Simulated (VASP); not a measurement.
Set up this calculation in VASP 6.6.1, as the native input.

```yaml
Task: single point
Functional: PBEsol
Potentials_or_basis: VASP PAW PBE potentials, release 64 (Zr_sv, S)
Cutoff: 520 eV
k_mesh: 16 × 16 × 16
Occupations: gaussian, width 0.15 eV
Spin: no spin polarisation
Dipole_correction: no
Further_INCAR_settings: ALGO = Normal; EDIFF = 1e-06; NBANDS = 16
```

The structure of ZrS lies in POSCAR:

```
ZrS
1.0
    0.3399385812      2.8945872372      2.8945872372
    2.8945872372      0.3399385812      2.8945872372
    2.8945872372      2.8945872372      0.3399385812
Zr S
1 1
Direct
    0.0000000000      0.0000000000      0.0000000000
    0.5000000000      0.5000000000      0.5000000000
```

These files were run (other wordings do the same):

INCAR

```
  PREC = Accurate
  ENCUT = 520
  EDIFF = 1E-6
  ISMEAR = 0
  SIGMA = 0.15
  LREAL = F
  LASPH = T
  NELM = 80
  ALGO = Normal
  ISIF = 2
  LWAVE = F
  LCHARG = F
  GGA = PS
  NBANDS = 16
```

KPOINTS

```
Automatic mesh
0
Gamma
  16 16 16
```

Potentials or basis: VASP PAW PBE potentials, release 64 (Zr_sv, S).

The run is started by

```console
$ cat potpaw_PBE.64/Zr_sv/POTCAR potpaw_PBE.64/S/POTCAR > POTCAR
$ mpirun -np 1 vasp_std > vasp.out
```

It gave:

```yaml
Pressure: -15.0 GPa
Band_gap_on_the_k_mesh: zero (bands 9 and 10 overlap by 1.33 eV)
```

Caveat: the cell stands under tension; the PAW data sets were made with another functional, which shifts forces and pressure a little.

It took 90 s on 1 thread of Intel(R) Xeon(R) 6975P-C (Granite Rapids), on a shared host, peak memory 0.38 GiB.
